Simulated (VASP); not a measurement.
# Cd (Im-3m) in VASP: notebook, part 2 of 2

VASP 6.6.1. The steps go on from the part before.

## 4. Single point, LDA (volume scaled by 0.52)

INCAR reads:

```
  PREC = Accurate
  ENCUT = 520
  EDIFF = 1E-7
  ISMEAR = -1
  SIGMA = 0.1
  LREAL = F
  LASPH = T
  NELM = 60
  ALGO = Normal
  ISIF = 2
  LWAVE = F
  LCHARG = F
  GGA = CA
  NBANDS = 12
```

KPOINTS reads:

```
regular mesh
0
Gamma
  15 15 15
```

POSCAR reads:

```
Cd
1.0
   -1.3823325614      1.3823325614      1.3823325614
    1.3823325614     -1.3823325614      1.3823325614
    1.3823325614      1.3823325614     -1.3823325614
Cd
1
Direct
    0.0000000000      0.0000000000      0.0000000000
```

Potentials or basis: VASP PAW LDA potentials, release 64 (Cd).

The run is started by

```sh
$ cat potpaw_LDA.64/Cd/POTCAR > POTCAR
$ mpirun -np 1 vasp_std > vasp.out
```

OUTCAR:

```text
PREC = Accurate
   ENCUT = 520
   EDIFF = 1E-7
   ISMEAR = -1
   LREAL = F
   LASPH = T
   NELM = 60
   ISIF = 2
   GGA = CA

 ion  position               nearest neighbor table
   1  0.000  0.000  0.000-

  LATTYP: Found a body centered cubic cell.
 ALAT       =     2.7646651228

  Lattice vectors:

 A1 = (  -1.3823325614,   1.3823325614,   1.3823325614)
 A2 = (   1.3823325614,  -1.3823325614,   1.3823325614)
 A3 = (   1.3823325614,   1.3823325614,  -1.3823325614)

Analysis of symmetry for initial positions (statically):
=====================================================================
 Subroutine PRICEL returns:
 Original cell was already a primitive cell.

 Routine SETGRP: Setting up the symmetry group for a
 body centered cubic supercell.

 Subroutine GETGRP returns: Found 48 space group operations
 (whereof 48 operations were pure point group operations)
 out of a pool of 48 trial point group operations.

The static configuration has the point symmetry O_h .

Analysis of symmetry for dynamics (positions and initial velocities):
=====================================================================
 Subroutine PRICEL returns:
 Original cell was already a primitive cell.

 Routine SETGRP: Setting up the symmetry group for a
 body centered cubic supercell.

 Subroutine GETGRP returns: Found 48 space group operations
 (whereof 48 operations were pure point group operations)
 out of a pool of 48 trial point group operations.

The dynamic configuration has the point symmetry O_h .

 Subroutine INISYM returns: Found 48 space group operations
 (whereof 48 operations are pure point group operations),
 and found     1 'primitive' translations

----------------------------------------------------------------------------------------

                                     Primitive cell

  volume of cell :      10.5657

  direct lattice vectors                    reciprocal lattice vectors
    -1.382332561  1.382332561  1.382332561     0.000000000  0.361707460  0.361707460
     1.382332561 -1.382332561  1.382332561     0.361707460  0.000000000  0.361707460
     1.382332561  1.382332561 -1.382332561     0.361707460  0.361707460  0.000000000

  length of vectors
     2.394270229  2.394270229  2.394270229     0.511531596  0.511531596  0.511531596

  position of ions in fractional coordinates (direct lattice)
     0.000000000  0.000000000  0.000000000

  ion indices of the primitive-cell ions
   primitive index   ion index
                 1           1

----------------------------------------------------------------------------------------

 KPOINTS: regular mesh

Automatic generation of k-mesh.
 Grid dimensions read from file:
 generate k-points for:   15   15   15

 Generating k-lattice:

  Cartesian coordinates                     Fractional coordinates (reciprocal lattice)
     0.000000000  0.024113831  0.024113831     0.066666667  0.000000000  0.000000000
     0.024113831  0.000000000  0.024113831     0.000000000  0.066666667  0.000000000
     0.024113831  0.024113831  0.000000000     0.000000000  0.000000000  0.066666667

  Length of vectors
     0.034102106  0.034102106  0.034102106

  Shift w.r.t. Gamma in fractional coordinates (k-lattice)
     0.000000000  0.000000000  0.000000000

 Subroutine IBZKPT returns following result:
 ===========================================

 Found    120 irreducible k-points:

 Following reciprocal coordinates:
            Coordinates               Weight
  0.000000  0.000000  0.000000      1.000000
  0.066667  0.000000  0.000000     12.000000
  0.133333  0.000000  0.000000     12.000000
  0.200000  0.000000  0.000000     12.000000
  0.266667  0.000000  0.000000     12.000000
  0.333333  0.000000  0.000000     12.000000
[... 16 lines left out ...]
  0.333333  0.200000  0.000000     48.000000
  0.400000  0.200000  0.000000     24.000000
 [... further k-points ...]
   k-points           NKPTS =    120   k-points in BZ     NKDIM =    120   number of bands    NBANDS=     12
   number of dos      NEDOS =    301   number of ions     NIONS =      1
   total plane-waves  NPLWV =   5832
   dimension x,y,z NGX =    18 NGY =   18 NGZ =   18
   dimension x,y,z NGXF=    36 NGYF=   36 NGZF=   36
   ions per type =               1
   NGX,Y,Z   is equivalent  to a cutoff of  12.50, 12.50, 12.50 a.u.
   NGXF,Y,Z  is equivalent  to a cutoff of  25.00, 25.00, 25.00 a.u.
 SYSTEM =  unknown system
   PREC   = accura    normal or accurate (medium, high low for compatibility)
   ISTART =      0    job   : 0-new  1-cont  2-samecut
   ICHARG =      2    charge: 1-file 2-atom 10-const
   ISPIN  =      1    spin polarized calculation?
   LNONCOLLINEAR =      F non collinear calculations
   LSORBIT =      F    spin-orbit coupling
   LASPH  =      T    aspherical Exc in radial PAW
   ENCUT  =  520.0 eV  38.22 Ry    6.18 a.u.   4.45  4.45  4.45*2*pi/ulx,y,z
   NELM   =     60;   NELMIN=  2; NELMDL= -5     # of ELM steps
   EDIFF  = 0.1E-06   stopping-criterion for ELM
   LREAL  =      F    real-space projection
   EDIFFG = 0.1E-05   stopping-criterion for IOM
   NSW    =      0    number of steps for IOM
   IBRION =     -1    ionic relax: 0-MD 1-quasi-New 2-CG
   NFREE  =      0    steps in history (QN), initial steepest desc. (CG)
   ISIF   =      2    stress and relaxation
   ISYM   =      2    0-nonsym 1-usesym 2-fastsym
   POTIM  = 0.5000    time-step for ionic-motion
   TEBEG  =    0.0;   TEEND  =   0.0 temperature during run
   PSTRESS=    0.0 pullay stress
   NELECT =      12.0000    total number of electrons
   NUPDOWN=      -1.0000    fix difference up-down
   EMIN   =  10.00;   EMAX   =-10.00  energy-range for DOS
   EFERMI =   0.00;   METHOD = LEGACY
   ISMEAR =    -1;   SIGMA  =   0.10  broadening in eV -4-tet -1-fermi 0-gaus
   EFERMI_NEDOS =   21; number of points for ismear=-14 and -15
   IALGO  =     38    algorithm
   IMIX   =      4    mixing-type and parameters
     AMIX     =   0.40;   BMIX     =  1.00
     AMIX_MAG =   1.60;   BMIX_MAG =  1.00
  volume/ion in A,a.u.               =      10.57        71.30
  Fermi-wavevector in a.u.,A,eV,Ry     =   1.708058  3.227762 39.694500  2.917463
  Thomas-Fermi vector in A             =   2.786796
   LORBIT       =      0    0 simple, 1 ext, 2 COOP (PROOUT), +10 PAW based schemes
   GGA     = CA    functional components
   LHFCALC =     F    Hartree Fock is set to
   AEXX    =    0.0000 exact exchange contribution
   IVDW    =     0    specifies the selected vdW correction
   LEPSILON=     F    determine dielectric tensor
   LRPA    =     F    only Hartree local field effects (RPA)
 non-spin polarized calculation
  energy-cutoff  :      520.00
  volume of cell :       10.57
 maximum number of plane-waves:       321
 NGX is ok and might be reduce to    18
   NGX =  9   NGY =  9   NGZ =  9

 number of electron      11.9999993 magnetization

 Free energy of the ion-electron system (eV)
  ---------------------------------------------------
  ext. energy  EPLUGINS =         0.00000000
  ---------------------------------------------------
  free energy    TOTEN  =         2.73253812 eV

  energy without entropy =        2.74023582  energy(sigma->0) =        2.73638697

 E-fermi :  13.1133     XC(G=0): -15.6980

 val. band max:       13.1098232674   @ k =   0.4000   0.1333   0.0667
 cond. band min:      13.1716309435   @ k =   0.4000   0.2000   0.0000
 fundamental gap:      0.0618076761
 Fermi energy:        13.1133402077

 k-point     1 :       0.0000    0.0000    0.0000
  band No.  band energies     occupation
      1      -5.4733      2.00000
      2      -2.4113      2.00000
      3      -2.4113      2.00000
      4      -2.4113      2.00000
      5       0.0752      2.00000
      6       0.0752      2.00000
      7      29.1442      0.00000
      8      29.1442      0.00000
      9      29.1442      0.00000
     10      37.7797      0.00000
     11      37.7797      0.00000
     12      41.1500      0.00000
[... 331 lines left out ...]
 k-point    24 :       0.4000    0.2000    0.0000
  band No.  band energies     occupation
      1      -4.1461      2.00000
      2      -3.3660      2.00000
      3      -1.0704      2.00000
      4      -0.0145      2.00000
      5       0.8524      2.00000
      6       8.8463      2.00000
      7      13.1716      0.71653
      8      18.8657      0.00000
      9      25.4697      0.00000
     10      33.5437      0.00000
     11      36.8365      0.00000
     12      42.2262      0.00000

 [... further k-points ...]

------------------------ aborting loop because EDIFF is reached ----------------------------------------

  FORCE on cell =-STRESS in cart. coord.  units (eV):
  Direction    XX          YY          ZZ          XY          YZ          ZX
  --------------------------------------------------------------------------------------
  -------------------------------------------------------------------------------------
  Total       18.0883620     18.0883620     18.0883620      0.0000000     -0.0000000      0.0000000
  in kB     2742.9141606   2742.9141606   2742.9141606      0.0000000     -0.0000000      0.0000000
  external PRESSURE =    2742.9141606 kB  Pullay stress =       0.0000000 kB

 VOLUME and BASIS-vectors are now :
 -----------------------------------------------------------------------------
  energy-cutoff  :      520.00
  volume of cell :       10.57
      direct lattice vectors                 reciprocal lattice vectors
    -1.382332561  1.382332561  1.382332561     0.000000000  0.361707460  0.361707460
     1.382332561 -1.382332561  1.382332561     0.361707460  0.000000000  0.361707460
     1.382332561  1.382332561 -1.382332561     0.361707460  0.361707460  0.000000000

 POSITION                                       TOTAL-FORCE (eV/Angst)
 -----------------------------------------------------------------------------------
      0.00000      0.00000      0.00000         0.000000      0.000000     -0.000000
 -----------------------------------------------------------------------------------
    total drift:                                0.000000      0.000000      0.000000

  FREE ENERGIE OF THE ION-ELECTRON SYSTEM (eV)
  ---------------------------------------------------
  free  energy   TOTEN  =         2.7325381170 eV

  energy  without entropy=        2.7402358236  energy(sigma->0) =        2.73638697
```

OSZICAR:

```text
N       E                     dE             d eps       ncg     rms          rms(c)
DAV:   1     0.760866510557E+02    0.76087E+02   -0.75460E+03  3152   0.115E+03
DAV:   2     0.349505226445E+01   -0.72592E+02   -0.70687E+02  3172   0.273E+02
DAV:   3     0.250599789251E+01   -0.98905E+00   -0.98862E+00  3408   0.341E+01
DAV:   4     0.250485129545E+01   -0.11466E-02   -0.11466E-02  3232   0.116E+00
DAV:   5     0.250484961264E+01   -0.16828E-05   -0.16828E-05  3368   0.417E-02    0.270E+01
DAV:   6     0.266531255549E+01    0.16046E+00   -0.12323E-01  3348   0.542E+00    0.162E+01
DAV:   7     0.273052487035E+01    0.65212E-01   -0.53216E-02  3788   0.317E+00    0.113E+00
DAV:   8     0.273255357694E+01    0.20287E-02   -0.65875E-03  3152   0.134E+00    0.561E-02
DAV:   9     0.273254204527E+01   -0.11532E-04   -0.21232E-05  3248   0.481E-02    0.172E-02
DAV:  10     0.273253813646E+01   -0.39088E-05   -0.26785E-06  3388   0.158E-02    0.241E-03
DAV:  11     0.273253811700E+01   -0.19463E-07   -0.85356E-08  2752   0.299E-03
   1 F= 0.27325381E+01 E0= 0.27363870E+01  d E =-.769771E-02
```

stdout:

```text
POSCAR found type information on POSCAR Cd
 POSCAR found :  1 types and       1 ions
 scaLAPACK will be used
 LDA part: xc-table for (Slater(with rela. corr.)+CA(PZ))
 , standard interpolation
 POSCAR, INCAR and KPOINTS ok, starting setup
 FFT: planning ... GRIDC
 FFT: planning ... GRID_SOFT
 FFT: planning ... GRID
 WAVECAR not read
 entering main loop
```

Run time: 6.9 s. Hardware: 1 thread of Intel Xeon Platinum 8488C (Sapphire Rapids), shared host; peak memory 0.12 GiB.

Results:

```
Free energy            : 2.7325 eV
Pressure               : 274.3 GPa
Band gap on the k mesh : zero (band 6 reaches 15.02 eV, above the bottom of band 7 at 12.65 eV)
```

## 5. Single point, LDA (volume scaled by 0.52)

INCAR reads:

```
SYSTEM = Cd
PREC = Accurate ; ENCUT = 520
EDIFF = 1E-7 ; ISMEAR = -1
SIGMA = 0.1 ; LREAL = .FALSE.
LASPH = .TRUE. ; NELM = 100
ALGO = Normal ; ISIF = 2
LWAVE = .FALSE. ; LCHARG = .FALSE.
GGA = CA ; NBANDS = 12
```

KPOINTS reads:

```
Automatic mesh
0
G
  15 15 15
  0 0 0
```

POSCAR is that of step 4.

The run is started by

```sh
$ cat potpaw_LDA.64/Cd/POTCAR > POTCAR
$ mpirun -np 1 vasp_std > vasp.out
```

Wall time 6.8 s (1 thread of Intel Xeon Platinum 8488C (Sapphire Rapids), shared host); peak memory 0.12 GiB.

It converged, with:

```yaml
Free_energy: 2.7325 eV
Pressure: 274.3 GPa
Band_gap_on_the_k_mesh: zero (band 6 reaches 15.02 eV, above the bottom of band 7 at 12.65 eV)
```

Levels at points of the mesh, in eV from the Fermi level:
```tsv
k point	band 2	band 3	band 4	band 5	band 6	band 7	band 8	band 9	band 10	band 11
(0.00, 0.00, 0.00)	-15.52	-15.52	-15.52	-13.04	-13.04	16.03	16.03	16.03	24.67	24.67
```
